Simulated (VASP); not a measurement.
# Sr2TeWO6 (Fm-3m) in VASP: single point with r2SCAN

Aim: the single point of Sr2TeWO6 with r2SCAN.

All numbers are computed with VASP 6.6.1; they aren't measurements. Logs are shortened: lines on timing, memory, paths and dates and some standing lists are left out, and cuts for length are marked.

## (1) The cell of the first run

The structure is cubic, space group Fm-3m (No. 225). The conventional cell has a = 8.223 Å, b = 8.223 Å, c = 8.223 Å, α = 90.00°, β = 90.00°, γ = 90.00°. Within 2.5 Å of Te (site symmetry m-3m) lie 6 O at 1.85 Å. W (site symmetry m-3m) has 6 O at 2.26 Å within 3.0 Å. O (site symmetry 4mm) has 1 Te at 1.85 Å and 1 W at 2.26 Å within 2.5 Å. Within 3.8 Å of Sr (site symmetry -43m) lie 12 O at 2.91 Å and 4 Te at 3.56 Å and 4 W at 3.56 Å.

## (2) Single point, r2SCAN

Input file POSCAR:

```
Sr2TeWO6
1.0
    0.0000000000      4.1116380000      4.1116380000
    4.1116380000      0.0000000000      4.1116380000
    4.1116380000      4.1116380000      0.0000000000
Te W O Sr
1 1 6 2
Direct
    0.5000000000      0.5000000000      0.5000000000
    0.0000000000      0.0000000000      0.0000000000
    0.7250000000      0.2750000000      0.2750000000
    0.2750000000      0.7250000000      0.2750000000
    0.2750000000      0.7250000000      0.7250000000
    0.7250000000      0.2750000000      0.7250000000
    0.2750000000      0.2750000000      0.7250000000
    0.7250000000      0.7250000000      0.2750000000
    0.2500000000      0.2500000000      0.2500000000
    0.7500000000      0.7500000000      0.7500000000
```

Input file INCAR.step1:

```
SYSTEM = Sr2TeWO6
PREC = Accurate
ENCUT = 520
ISMEAR = 0
SIGMA = 0.1395
LREAL = .FALSE.
LASPH = .TRUE.
NELM = 60
NBANDS = 49
GGA = PE
ALGO = Normal
EDIFF = 1E-4
LWAVE = .TRUE.
LCHARG = .FALSE.
```

Input file INCAR.step2:

```
SYSTEM = Sr2TeWO6
PREC = Accurate
ENCUT = 520
EDIFF = 1E-6
ISMEAR = 0
SIGMA = 0.1395
LREAL = .FALSE.
LASPH = .TRUE.
NELM = 60
ALGO = Normal
ISIF = 2
LWAVE = .FALSE.
LCHARG = .TRUE.
METAGGA = R2SCAN
LMIXTAU = .TRUE.
LELF = .TRUE.
LVHAR = .TRUE.
NBANDS = 49
ISTART = 1
```

Input file KPOINTS:

```
regular mesh
0
G
  7 7 7
  0 0 0
```

Potentials or basis: VASP PAW PBE potentials, release 64 (Te, W_sv, O, Sr_sv).

Started as:

```bash
cat potpaw_PBE.64/Te/POTCAR potpaw_PBE.64/W_sv/POTCAR potpaw_PBE.64/O/POTCAR potpaw_PBE.64/Sr_sv/POTCAR > POTCAR
cp INCAR.step1 INCAR
mpirun -np 1 vasp_std > vasp.out
cp INCAR.step2 INCAR
mpirun -np 1 vasp_std > vasp.out
```

OUTCAR:

```text
SYSTEM = Sr2TeWO6
   PREC = Accurate
   ENCUT = 520
   EDIFF = 1E-6
   ISMEAR = 0
   LREAL = .FALSE.
   LASPH = .TRUE.
   NELM = 60
   ISIF = 2
   METAGGA = R2SCAN
   ISTART = 1

 ion  position               nearest neighbor table
   1  0.500  0.500  0.500-   3 1.85   4 1.85   5 1.85   6 1.85   7 1.85   8 1.85   9 3.56  10 3.56
                             9 3.56   9 3.56   9 3.56  10 3.56  10 3.56  10 3.56
   2  0.000  0.000  0.000-   3 2.26   4 2.26   5 2.26   6 2.26   7 2.26   8 2.26   9 3.56  10 3.56
                            10 3.56  10 3.56  10 3.56   9 3.56   9 3.56   9 3.56
   3  0.725  0.275  0.275-   1 1.85   2 2.26   9 2.91  10 2.91  10 2.91   9 2.91
   4  0.275  0.725  0.275-   1 1.85   2 2.26   9 2.91  10 2.91  10 2.91   9 2.91
   5  0.275  0.725  0.725-   1 1.85   2 2.26   9 2.91   9 2.91  10 2.91  10 2.91
   6  0.725  0.275  0.725-   1 1.85   2 2.26   9 2.91   9 2.91  10 2.91  10 2.91
   7  0.275  0.275  0.725-   1 1.85   2 2.26   9 2.91  10 2.91  10 2.91   9 2.91
   8  0.725  0.725  0.275-   1 1.85   2 2.26   9 2.91   9 2.91  10 2.91  10 2.91
   9  0.250  0.250  0.250-   5 2.91   6 2.91   7 2.91   4 2.91   5 2.91   8 2.91   3 2.91   6 2.91
                             8 2.91   3 2.91   4 2.91   7 2.91   1 3.56   2 3.56   2 3.56   2 3.56
  10  0.750  0.750  0.750-   4 2.91   5 2.91   7 2.91   3 2.91   6 2.91   7 2.91   3 2.91   4 2.91
                             8 2.91   5 2.91   6 2.91   8 2.91   2 3.56   1 3.56   1 3.56   1 3.56

  LATTYP: Found a face centered cubic cell.
 ALAT       =     8.2232760000

  Lattice vectors:

 A1 = (   0.0000000000,   4.1116380000,   4.1116380000)
 A2 = (   4.1116380000,   0.0000000000,   4.1116380000)
 A3 = (   4.1116380000,   4.1116380000,   0.0000000000)

Analysis of symmetry for initial positions (statically):
=====================================================================
 Subroutine PRICEL returns:
 Original cell was already a primitive cell.

 Routine SETGRP: Setting up the symmetry group for a
 face centered cubic supercell.

 Subroutine GETGRP returns: Found 48 space group operations
 (whereof 48 operations were pure point group operations)
 out of a pool of 48 trial point group operations.

The static configuration has the point symmetry O_h .

Analysis of symmetry for dynamics (positions and initial velocities):
=====================================================================
 Subroutine PRICEL returns:
 Original cell was already a primitive cell.

 Routine SETGRP: Setting up the symmetry group for a
 face centered cubic supercell.

 Subroutine GETGRP returns: Found 48 space group operations
 (whereof 48 operations were pure point group operations)
 out of a pool of 48 trial point group operations.

The dynamic configuration has the point symmetry O_h .

 Subroutine INISYM returns: Found 48 space group operations
 (whereof 48 operations are pure point group operations),
 and found     1 'primitive' translations

----------------------------------------------------------------------------------------

                                     Primitive cell

  volume of cell :     139.0191

  direct lattice vectors                    reciprocal lattice vectors
     0.000000000  4.111638000  4.111638000    -0.121606036  0.121606036  0.121606036
     4.111638000  0.000000000  4.111638000     0.121606036 -0.121606036  0.121606036
     4.111638000  4.111638000  0.000000000     0.121606036  0.121606036 -0.121606036

  length of vectors
     5.814734223  5.814734223  5.814734223     0.210627833  0.210627833  0.210627833

  position of ions in fractional coordinates (direct lattice)
     0.500000000  0.500000000  0.500000000
     0.000000000  0.000000000  0.000000000
     0.725000000  0.275000000  0.275000000
     0.275000000  0.725000000  0.275000000
     0.275000000  0.725000000  0.725000000
     0.725000000  0.275000000  0.725000000
     0.275000000  0.275000000  0.725000000
     0.725000000  0.725000000  0.275000000
     0.250000000  0.250000000  0.250000000
     0.750000000  0.750000000  0.750000000

  ion indices of the primitive-cell ions
   primitive index   ion index
                 1           1
                 2           2
                 3           3
                 4           4
                 5           5
                 6           6
                 7           7
                 8           8
                 9           9
                10          10

----------------------------------------------------------------------------------------

 KPOINTS: regular mesh

Automatic generation of k-mesh.
 Grid dimensions read from file:
 generate k-points for:    7    7    7

 Generating k-lattice:

  Cartesian coordinates                     Fractional coordinates (reciprocal lattice)
    -0.017372291  0.017372291  0.017372291     0.142857143  0.000000000  0.000000000
     0.017372291 -0.017372291  0.017372291     0.000000000  0.142857143  0.000000000
     0.017372291  0.017372291 -0.017372291     0.000000000  0.000000000  0.142857143

  Length of vectors
     0.030089690  0.030089690  0.030089690

  Shift w.r.t. Gamma in fractional coordinates (k-lattice)
     0.000000000  0.000000000  0.000000000

 Subroutine IBZKPT returns following result:
 ===========================================

 Found     20 irreducible k-points:

 Following reciprocal coordinates:
            Coordinates               Weight
  0.000000  0.000000  0.000000      1.000000
  0.142857  0.000000  0.000000      8.000000
  0.285714  0.000000  0.000000      8.000000
  0.428571  0.000000  0.000000      8.000000
  0.142857  0.142857  0.000000      6.000000
  0.285714  0.142857  0.000000     24.000000
[... 12 lines left out ...]
 -0.428571  0.428571  0.142857     24.000000
 -0.285714  0.428571  0.142857     24.000000
   k-points           NKPTS =     20   k-points in BZ     NKDIM =     20   number of bands    NBANDS=     49
   number of dos      NEDOS =    301   number of ions     NIONS =     10
   total plane-waves  NPLWV = 110592
   dimension x,y,z NGX =    48 NGY =   48 NGZ =   48
   dimension x,y,z NGXF=    96 NGYF=   96 NGZF=   96
   ions per type =               1   1   6   2
   NGX,Y,Z   is equivalent  to a cutoff of  13.72, 13.72, 13.72 a.u.
   NGXF,Y,Z  is equivalent  to a cutoff of  27.45, 27.45, 27.45 a.u.
 SYSTEM =  Sr2TeWO6
   PREC   = accura    normal or accurate (medium, high low for compatibility)
   ISTART =      1    job   : 0-new  1-cont  2-samecut
   ICHARG =      0    charge: 1-file 2-atom 10-const
   ISPIN  =      1    spin polarized calculation?
   LNONCOLLINEAR =      F non collinear calculations
   LSORBIT =      F    spin-orbit coupling
   LASPH  =      T    aspherical Exc in radial PAW
   ENCUT  =  520.0 eV  38.22 Ry    6.18 a.u.  10.81 10.81 10.81*2*pi/ulx,y,z
   NELM   =     60;   NELMIN=  2; NELMDL=  0     # of ELM steps
   EDIFF  = 0.1E-05   stopping-criterion for ELM
   LREAL  =      F    real-space projection
   EDIFFG = 0.1E-04   stopping-criterion for IOM
   NSW    =      0    number of steps for IOM
   IBRION =     -1    ionic relax: 0-MD 1-quasi-New 2-CG
   NFREE  =      0    steps in history (QN), initial steepest desc. (CG)
   ISIF   =      2    stress and relaxation
   ISYM   =      2    0-nonsym 1-usesym 2-fastsym
   POTIM  = 0.5000    time-step for ionic-motion
   TEBEG  =    0.0;   TEEND  =   0.0 temperature during run
   PSTRESS=    0.0 pullay stress
   NELECT =      76.0000    total number of electrons
   NUPDOWN=      -1.0000    fix difference up-down
   EMIN   =  10.00;   EMAX   =-10.00  energy-range for DOS
   EFERMI =   0.00;   METHOD = LEGACY
   ISMEAR =     0;   SIGMA  =   0.14  broadening in eV -4-tet -1-fermi 0-gaus
   EFERMI_NEDOS =   21; number of points for ismear=-14 and -15
   IALGO  =     38    algorithm
   IMIX   =      4    mixing-type and parameters
     AMIX     =   0.40;   BMIX     =  1.00
     AMIX_MAG =   1.60;   BMIX_MAG =  1.00
  volume/ion in A,a.u.               =      13.90        93.81
  Fermi-wavevector in a.u.,A,eV,Ry     =   1.338611  2.529609 24.380011  1.791880
  Thomas-Fermi vector in A             =   2.467068
   LORBIT       =      0    0 simple, 1 ext, 2 COOP (PROOUT), +10 PAW based schemes
   METAGGA = R2SCAN    functional components
   LHFCALC =     F    Hartree Fock is set to
   AEXX    =    0.0000 exact exchange contribution
   IVDW    =     0    specifies the selected vdW correction
   LEPSILON=     F    determine dielectric tensor
   LRPA    =     F    only Hartree local field effects (RPA)
 non-spin polarized calculation
 Gauss-broadening in eV      SIGMA  =   0.14
  energy-cutoff  :      520.00
  volume of cell :      139.02
 maximum number of plane-waves:      3762
 NGX is ok and might be reduce to    48
   NGX = 21   NGY = 21   NGZ = 21

 number of electron      76.0000002 magnetization

 Free energy of the ion-electron system (eV)
  ---------------------------------------------------
  ext. energy  EPLUGINS =         0.00000000
  ---------------------------------------------------
  free energy    TOTEN  =      -158.76191151 eV

  energy without entropy =     -158.67005593  energy(sigma->0) =     -158.71598372

 E-fermi :   7.6017     XC(G=0): -11.3375

 val. band max:        7.6009007627   @ k =  -0.2857   0.2857   0.0000
 cond. band min:       7.6071235134   @ k =   0.4286   0.2857   0.1429
 fundamental gap:      0.0062227507
 Fermi energy:         7.6017452041

 k-point     1 :       0.0000    0.0000    0.0000
  band No.  band energies     occupation
      1     -68.9155      2.00000
      2     -32.5374      2.00000
      3     -32.5373      2.00000
      4     -32.5373      2.00000
      5     -30.7166      2.00000
      6     -30.6880      2.00000
[... 41 lines left out ...]
     48      11.0917      0.00000
     49      12.1874      0.00000
[... 986 lines left out ...]
     48      12.1786      0.00000
     49      12.4342      0.00000

------------------------ aborting loop because EDIFF is reached ----------------------------------------

  FORCE on cell =-STRESS in cart. coord.  units (eV):
  Direction    XX          YY          ZZ          XY          YZ          ZX
  --------------------------------------------------------------------------------------
  -------------------------------------------------------------------------------------
  Total       -0.2839760     -0.2839760     -0.2839760      0.0000000     -0.0000000      0.0000000
  in kB       -3.2727862     -3.2727862     -3.2727862      0.0000000     -0.0000000      0.0000000
  external PRESSURE =      -3.2727862 kB  Pullay stress =       0.0000000 kB

 VOLUME and BASIS-vectors are now :
 -----------------------------------------------------------------------------
  energy-cutoff  :      520.00
  volume of cell :      139.02
      direct lattice vectors                 reciprocal lattice vectors
     0.000000000  4.111638000  4.111638000    -0.121606036  0.121606036  0.121606036
     4.111638000  0.000000000  4.111638000     0.121606036 -0.121606036  0.121606036
     4.111638000  4.111638000  0.000000000     0.121606036  0.121606036 -0.121606036

 POSITION                                       TOTAL-FORCE (eV/Angst)
 -----------------------------------------------------------------------------------
      4.11164      4.11164      4.11164        -0.000000      0.000000      0.000000
      0.00000      0.00000      0.00000        -0.000000      0.000000      0.000000
      2.26140      4.11164      4.11164        -2.967509      0.000000      0.000000
      4.11164      2.26140      4.11164        -0.000000     -2.967509      0.000000
      5.96188      4.11164      4.11164         2.967509      0.000000      0.000000
      4.11164      5.96188      4.11164        -0.000000      2.967509      0.000000
      4.11164      4.11164      2.26140        -0.000000      0.000000     -2.967509
      4.11164      4.11164      5.96188        -0.000000      0.000000      2.967509
      2.05582      2.05582      2.05582         0.000000     -0.000000      0.000000
      6.16746      6.16746      6.16746         0.000000      0.000000      0.000000
 -----------------------------------------------------------------------------------
    total drift:                               -0.000000      0.000000      0.000000

  FREE ENERGIE OF THE ION-ELECTRON SYSTEM (eV)
  ---------------------------------------------------
  free  energy   TOTEN  =      -158.7619115136 eV

  energy  without entropy=     -158.6700559266  energy(sigma->0) =     -158.71598372
```

Run time: 29 min. Hardware: 1 thread of AMD EPYC 7R43 (Zen 3), shared host; peak memory 0.4 GiB.

Results:

```
Free energy            : -158.7619 eV
Pressure               : -0.3 GPa
Largest force          : 2.968 eV/Å
Band gap on the k mesh : zero (bands 38 and 39 overlap by 0.64 eV)
```

Forces in eV/Å, atoms in the order of the input:
```
Te   0.000  0.000  0.000
W    0.000  0.000  0.000
O   -2.968  0.000  0.000
O    0.000 -2.968  0.000
O    2.968  0.000  0.000
O    0.000  2.968  0.000
O    0.000  0.000 -2.968
O    0.000  0.000  2.968
Sr   0.000  0.000  0.000
Sr   0.000  0.000  0.000
```

Levels at points of the mesh, in eV from the Fermi level:
| k point | band 37 | band 38 | band 39 | band 40 | band 41 | band 42 |
| --- | --- | --- | --- | --- | --- | --- |
| (0.00, 0.00, 0.00) | -0.52 | -0.47 | -0.47 | -0.47 | 1.75 | 1.75 |

Caveat: the PAW data sets were made with another functional, which shifts forces and pressure a little; spin-orbit coupling is left out, which moves the levels of the heavy elements.
